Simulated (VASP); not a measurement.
# Zr3SbH (Pm-3m) in VASP: relaxation of cell and atoms with PBE

Aim: the relaxation of cell and atoms of Zr3SbH with PBE.

Everything below comes from runs of VASP 6.6.1. Logs are shortened: lines on timing, memory, paths and dates and some standing lists are left out, and cuts for length are marked.

## 1. The cell of the first run

Symmetry: Pm-3m, No. 221, cubic system. Conventional cell: a = 4.462 Å, b = 4.462 Å, c = 4.462 Å, α = 90.00°, β = 90.00°, γ = 90.00°. Within 3.0 Å of Zr (site symmetry 4/mmm) lie 2 H at 2.23 Å. Within 4.2 Å of Sb (site symmetry m-3m) lie 12 Zr at 3.16 Å and 8 H at 3.86 Å. Within 3.0 Å of H (site symmetry m-3m) lie 6 Zr at 2.23 Å.

The cell was built from a structure type or drawn by symmetry, and may not be a known phase.

## 2. Relaxation of cell and atoms, PBE

The input, INCAR:

```
PREC = Accurate
ENCUT = 600
EDIFF = 1E-6
ISMEAR = 0
SIGMA = 0.1
LREAL = False
LASPH = True
NELM = 100
ALGO = Normal
ISIF = 3
LWAVE = False
LCHARG = False
GGA = PE
IBRION = 2
NSW = 100
EDIFFG = -0.01
```

The input, KPOINTS:

```
regular mesh
0
Gamma
  8 8 8
```

The input, POSCAR:

```
Zr3SbH
1.0
    4.4620628726      0.0000000000      0.0000000000
    0.0000000000      4.4620628726      0.0000000000
    0.0000000000      0.0000000000      4.4620628726
Zr Sb H
3 1 1
Direct
    0.0000000000      0.5000000000      0.5000000000
    0.5000000000      0.0000000000      0.5000000000
    0.5000000000      0.5000000000      0.0000000000
    0.0000000000      0.0000000000      0.0000000000
    0.5000000000      0.5000000000      0.5000000000
```

Potentials or basis: VASP PAW PBE potentials, release 64 (Zr_sv, Sb, H).

On the command line:

```
cat potpaw_PBE.64/Zr_sv/POTCAR potpaw_PBE.64/Sb/POTCAR potpaw_PBE.64/H/POTCAR > POTCAR
mpirun -np 1 vasp_std > vasp.out
```

OUTCAR:

```text
PREC = Accurate
   ENCUT = 600
   EDIFF = 1E-6
   ISMEAR = 0
   LREAL = False
   LASPH = True
   NELM = 100
   ISIF = 3
   GGA = PE
   IBRION = 2
   NSW = 100
   EDIFFG = -0.01

 ion  position               nearest neighbor table
   1  0.000  0.500  0.500-   5 2.23   5 2.23   4 3.16   2 3.16   3 3.16   4 3.16   2 3.16   4 3.16
                             4 3.16   2 3.16   3 3.16   3 3.16   3 3.16   2 3.16
   2  0.500  0.000  0.500-   5 2.23   5 2.23   4 3.16   1 3.16   3 3.16   4 3.16   1 3.16   3 3.16
                             3 3.16   3 3.16   1 3.16   4 3.16   4 3.16   1 3.16
   3  0.500  0.500  0.000-   5 2.23   5 2.23   4 3.16   1 3.16   1 3.16   2 3.16   2 3.16   2 3.16
                             4 3.16   2 3.16   1 3.16   4 3.16   1 3.16   4 3.16
   4  0.000  0.000  0.000-   1 3.16   2 3.16   3 3.16   1 3.16   2 3.16   1 3.16   3 3.16   1 3.16
                             2 3.16   3 3.16   2 3.16   3 3.16
   5  0.500  0.500  0.500-   1 2.23   2 2.23   3 2.23   3 2.23   2 2.23   1 2.23

  LATTYP: Found a simple cubic cell.
 ALAT       =     4.4620628726

  Lattice vectors:

 A1 = (   4.4620628726,   0.0000000000,   0.0000000000)
 A2 = (   0.0000000000,   4.4620628726,   0.0000000000)
 A3 = (   0.0000000000,   0.0000000000,   4.4620628726)

Analysis of symmetry for initial positions (statically):
=====================================================================
 Subroutine PRICEL returns:
 Original cell was already a primitive cell.

 Routine SETGRP: Setting up the symmetry group for a
 simple cubic supercell.

 Subroutine GETGRP returns: Found 48 space group operations
 (whereof 48 operations were pure point group operations)
 out of a pool of 48 trial point group operations.

The static configuration has the point symmetry O_h .

Analysis of symmetry for dynamics (positions and initial velocities):
=====================================================================
 Subroutine PRICEL returns:
 Original cell was already a primitive cell.

 Routine SETGRP: Setting up the symmetry group for a
 simple cubic supercell.

 Subroutine GETGRP returns: Found 48 space group operations
 (whereof 48 operations were pure point group operations)
 out of a pool of 48 trial point group operations.

The dynamic configuration has the point symmetry O_h .

 Subroutine INISYM returns: Found 48 space group operations
 (whereof 48 operations are pure point group operations),
 and found     1 'primitive' translations

----------------------------------------------------------------------------------------

                                     Primitive cell

  volume of cell :      88.8397

  direct lattice vectors                    reciprocal lattice vectors
     4.462062873  0.000000000  0.000000000     0.224111589  0.000000000  0.000000000
     0.000000000  4.462062873  0.000000000     0.000000000  0.224111589  0.000000000
     0.000000000  0.000000000  4.462062873     0.000000000  0.000000000  0.224111589

  length of vectors
     4.462062873  4.462062873  4.462062873     0.224111589  0.224111589  0.224111589

  position of ions in fractional coordinates (direct lattice)
     0.000000000  0.500000000  0.500000000
     0.500000000  0.000000000  0.500000000
     0.500000000  0.500000000  0.000000000
     0.000000000  0.000000000  0.000000000
     0.500000000  0.500000000  0.500000000

  ion indices of the primitive-cell ions
   primitive index   ion index
                 1           1
                 2           2
                 3           3
                 4           4
                 5           5

----------------------------------------------------------------------------------------

 KPOINTS: regular mesh

Automatic generation of k-mesh.
 Grid dimensions read from file:
 generate k-points for:    8    8    8

 Generating k-lattice:

  Cartesian coordinates                     Fractional coordinates (reciprocal lattice)
     0.028013949  0.000000000  0.000000000     0.125000000  0.000000000  0.000000000
     0.000000000  0.028013949  0.000000000     0.000000000  0.125000000  0.000000000
     0.000000000  0.000000000  0.028013949     0.000000000  0.000000000  0.125000000

  Length of vectors
     0.028013949  0.028013949  0.028013949

  Shift w.r.t. Gamma in fractional coordinates (k-lattice)
     0.000000000  0.000000000  0.000000000

 Subroutine IBZKPT returns following result:
 ===========================================

 Found     35 irreducible k-points:

 Following reciprocal coordinates:
            Coordinates               Weight
  0.000000  0.000000  0.000000      1.000000
  0.125000  0.000000  0.000000      6.000000
  0.250000  0.000000  0.000000      6.000000
  0.375000  0.000000  0.000000      6.000000
  0.500000  0.000000  0.000000      3.000000
  0.125000  0.125000  0.000000     12.000000
[... 16 lines left out ...]
  0.375000  0.375000  0.125000     24.000000
  0.500000  0.375000  0.125000     24.000000
 [... further k-points ...]
   k-points           NKPTS =     35   k-points in BZ     NKDIM =     35   number of bands    NBANDS=     25
   number of dos      NEDOS =    301   number of ions     NIONS =      5
   total plane-waves  NPLWV =  46656
   dimension x,y,z NGX =    36 NGY =   36 NGZ =   36
   dimension x,y,z NGXF=    72 NGYF=   72 NGZF=   72
   ions per type =               3   1   1
   NGX,Y,Z   is equivalent  to a cutoff of  13.41, 13.41, 13.41 a.u.
   NGXF,Y,Z  is equivalent  to a cutoff of  26.83, 26.83, 26.83 a.u.
 SYSTEM =  unknown system
   PREC   = accura    normal or accurate (medium, high low for compatibility)
   ISTART =      0    job   : 0-new  1-cont  2-samecut
   ICHARG =      2    charge: 1-file 2-atom 10-const
   ISPIN  =      1    spin polarized calculation?
   LNONCOLLINEAR =      F non collinear calculations
   LSORBIT =      F    spin-orbit coupling
   LASPH  =      T    aspherical Exc in radial PAW
   ENCUT  =  600.0 eV  44.10 Ry    6.64 a.u.   8.91  8.91  8.91*2*pi/ulx,y,z
   NELM   =    100;   NELMIN=  2; NELMDL= -5     # of ELM steps
   EDIFF  = 0.1E-05   stopping-criterion for ELM
   LREAL  =      F    real-space projection
   EDIFFG = -.1E-01   stopping-criterion for IOM
   NSW    =    100    number of steps for IOM
   IBRION =      2    ionic relax: 0-MD 1-quasi-New 2-CG
   NFREE  =      1    steps in history (QN), initial steepest desc. (CG)
   ISIF   =      3    stress and relaxation
   ISYM   =      2    0-nonsym 1-usesym 2-fastsym
   POTIM  = 0.5000    time-step for ionic-motion
   TEBEG  =    0.0;   TEEND  =   0.0 temperature during run
   PSTRESS=    0.0 pullay stress
   NELECT =      42.0000    total number of electrons
   NUPDOWN=      -1.0000    fix difference up-down
   EMIN   =  10.00;   EMAX   =-10.00  energy-range for DOS
   EFERMI =   0.00;   METHOD = LEGACY
   ISMEAR =     0;   SIGMA  =   0.10  broadening in eV -4-tet -1-fermi 0-gaus
   EFERMI_NEDOS =   21; number of points for ismear=-14 and -15
   IALGO  =     38    algorithm
   IMIX   =      4    mixing-type and parameters
     AMIX     =   0.40;   BMIX     =  1.00
     AMIX_MAG =   1.60;   BMIX_MAG =  1.00
  volume/ion in A,a.u.               =      17.77       119.90
  Fermi-wavevector in a.u.,A,eV,Ry     =   1.275329  2.410022 22.129388  1.626464
  Thomas-Fermi vector in A             =   2.408047
   LORBIT       =      0    0 simple, 1 ext, 2 COOP (PROOUT), +10 PAW based schemes
   GGA     = PE    functional components
   LHFCALC =     F    Hartree Fock is set to
   AEXX    =    0.0000 exact exchange contribution
   IVDW    =     0    specifies the selected vdW correction
   LEPSILON=     F    determine dielectric tensor
   LRPA    =     F    only Hartree local field effects (RPA)
 conjugate gradient relaxation of ions
 non-spin polarized calculation
 Gauss-broadening in eV      SIGMA  =   0.10
  energy-cutoff  :      600.00
  volume of cell :       88.84
 maximum number of plane-waves:      3016
 NGX is ok and might be reduce to    36
   NGX = 17   NGY = 17   NGZ = 17

--------------------------------------- Ionic step        1  -------------------------------------------

 number of electron      42.0000002 magnetization

 Free energy of the ion-electron system (eV)
  ---------------------------------------------------
  ext. energy  EPLUGINS =         0.00000000
  ---------------------------------------------------
  free energy    TOTEN  =       -35.58145529 eV

  energy without entropy =      -35.56230146  energy(sigma->0) =      -35.57187838

------------------------ aborting loop because EDIFF is reached ----------------------------------------

  FORCE on cell =-STRESS in cart. coord.  units (eV):
  Direction    XX          YY          ZZ          XY          YZ          ZX
  --------------------------------------------------------------------------------------
  -------------------------------------------------------------------------------------
  Total        0.3190071      0.3190071      0.3190071     -0.0000000     -0.0000000      0.0000000
  in kB        5.7531264      5.7531264      5.7531264     -0.0000000     -0.0000000      0.0000000
  external PRESSURE =       5.7531264 kB  Pullay stress =       0.0000000 kB

 VOLUME and BASIS-vectors are now :
 -----------------------------------------------------------------------------
  energy-cutoff  :      600.00
  volume of cell :       88.84
      direct lattice vectors                 reciprocal lattice vectors
     4.462062873  0.000000000  0.000000000     0.224111589  0.000000000  0.000000000
     0.000000000  4.462062873  0.000000000     0.000000000  0.224111589  0.000000000
     0.000000000  0.000000000  4.462062873     0.000000000  0.000000000  0.224111589
[... 40 lines left out ...]
 POSITION                                       TOTAL-FORCE (eV/Angst)
 -----------------------------------------------------------------------------------
     -0.00000      2.23790      2.23790        -0.000000      0.000000      0.000000
      2.23790      0.00000      2.23790         0.000000     -0.000000      0.000000
      2.23790      2.23790     -0.00000         0.000000      0.000000      0.000000
      0.00000      0.00000      0.00000         0.000000      0.000000      0.000000
      2.23790      2.23790      2.23790         0.000000      0.000000      0.000000
 -----------------------------------------------------------------------------------
    total drift:                                0.000000      0.000000      0.000000

  FREE ENERGIE OF THE ION-ELECTRON SYSTEM (eV)
  ---------------------------------------------------
  free  energy   TOTEN  =       -35.5816335956 eV

  energy  without entropy=      -35.5623731641  energy(sigma->0) =      -35.57200338

--------------------------------------- Ionic step        3  -------------------------------------------

 number of electron      42.0000002 magnetization

 Free energy of the ion-electron system (eV)
  ---------------------------------------------------
  ext. energy  EPLUGINS =         0.00000000
  ---------------------------------------------------
  free energy    TOTEN  =       -35.58223407 eV

  energy without entropy =      -35.56302630  energy(sigma->0) =      -35.57263019

 E-fermi :  10.1577     XC(G=0): -11.3451

 val. band max:       10.1511144303   @ k =   0.3750   0.0000   0.0000
 cond. band min:      10.1996447297   @ k =   0.5000   0.2500   0.1250
 fundamental gap:      0.0485302995
 Fermi energy:        10.1577062396

 k-point     1 :       0.0000    0.0000    0.0000
  band No.  band energies     occupation
      1     -38.6394      2.00000
      2     -38.4685      2.00000
      3     -38.4685      2.00000
      4     -17.0180      2.00000
      5     -17.0180      2.00000
      6     -17.0180      2.00000
[... 17 lines left out ...]
     24      12.0893      0.00000
     25      12.0893      0.00000
[... 621 lines left out ...]
      3     -38.5045      2.00000
      4     -17.0138      2.00000
      5     -16.9791      2.00000
      6     -16.7916      2.00000
[... 17 lines left out ...]
     24      11.5606      0.00000
     25      11.8619      0.00000

 [... further k-points ...]
[... 5 lines left out ...]
  --------------------------------------------------------------------------------------
  -------------------------------------------------------------------------------------
  Total       -0.0005314     -0.0005314     -0.0005314     -0.0000000      0.0000000      0.0000000
  in kB       -0.0095372     -0.0095372     -0.0095372     -0.0000000      0.0000000      0.0000000
  external PRESSURE =      -0.0095372 kB  Pullay stress =       0.0000000 kB

 VOLUME and BASIS-vectors are now :
 -----------------------------------------------------------------------------
  energy-cutoff  :      600.00
  volume of cell :       89.27
      direct lattice vectors                 reciprocal lattice vectors
     4.469338002  0.000000000  0.000000000     0.223746783  0.000000000  0.000000000
    -0.000000000  4.469338002 -0.000000000    -0.000000000  0.223746783  0.000000000
    -0.000000000 -0.000000000  4.469338002    -0.000000000  0.000000000  0.223746783

 POSITION                                       TOTAL-FORCE (eV/Angst)
 -----------------------------------------------------------------------------------
     -0.00000      2.23467      2.23467        -0.000000     -0.000000      0.000000
      2.23467      0.00000      2.23467         0.000000     -0.000000      0.000000
      2.23467      2.23467     -0.00000         0.000000      0.000000      0.000000
      0.00000      0.00000      0.00000         0.000000      0.000000      0.000000
      2.23467      2.23467      2.23467         0.000000      0.000000      0.000000
 -----------------------------------------------------------------------------------
    total drift:                                0.000000      0.000000      0.000000

  FREE ENERGIE OF THE ION-ELECTRON SYSTEM (eV)
  ---------------------------------------------------
  free  energy   TOTEN  =       -35.5822340733 eV

  energy  without entropy=      -35.5630263009  energy(sigma->0) =      -35.57263019

 reached required accuracy - stopping structural energy minimisation
```

Wall time 2.2 min (1 thread of AMD EPYC 7R13 (Zen 3), shared host); peak memory 0.25 GiB.

What came out:

| Property | Result |
| --- | --- |
| Free energy | -35.5822 eV |
| Relaxed volume | 17.85 Å³/atom |
| Relaxed cell | a = 4.469 Å, b = 4.469 Å, c = 4.469 Å, α = 90.00°, β = 90.00°, γ = 90.00° |
| Space group after relaxing (to 0.1 Å) | Pm-3m (No. 221) |
| Energy gained by relaxing | 0.2 meV/atom |
| Ionic steps | 3 |
| Pressure after relaxing | 0.0 GPa |
| Band gap on the k mesh | zero (bands 21 and 22 overlap by 2.20 eV) |

The path:
| step | energy change (eV) | largest force (eV/Å) | pressure (GPa) | volume (Å³) |
| --- | --- | --- | --- | --- |
| 1 | 0.0000 | 0.0000 | 0.58 | 88.84 |
| 2 | -0.0002 | 0.0000 | -0.49 | 89.66 |
| 3 | -0.0008 | 0.0000 | 0.00 | 89.27 |

Final structure:
```xyz
5
Lattice="4.4693 0.0000 0.0000 0.0000 4.4693 0.0000 0.0000 0.0000 4.4693" Properties=species:S:1:pos:R:3 pbc="T T T"
Zr    0.0000    2.2347    2.2347
Zr    2.2347    0.0000    2.2347
Zr    2.2347    2.2347    0.0000
Sb    0.0000    0.0000    0.0000
H     2.2347    2.2347    2.2347
```

Levels at points of the mesh, in eV from the Fermi level:
| k point | band 19 | band 20 | band 21 | band 22 | band 23 | band 24 |
| --- | --- | --- | --- | --- | --- | --- |
| (0.00, 0.00, 0.00) | -1.87 | -1.70 | -1.70 | -1.70 | 1.85 | 1.93 |
| (0.50, 0.00, 0.00) | -0.80 | 0.18 | 0.18 | 0.47 | 0.71 | 0.92 |
| (0.50, 0.50, 0.00) | -1.00 | -0.83 | 0.39 | 0.39 | 0.84 | 1.41 |
| (0.50, 0.50, 0.50) | -2.81 | -2.81 | 0.50 | 0.50 | 0.50 | 1.48 |

Caveat: spin-orbit coupling is left out, which moves the levels of the heavy elements.
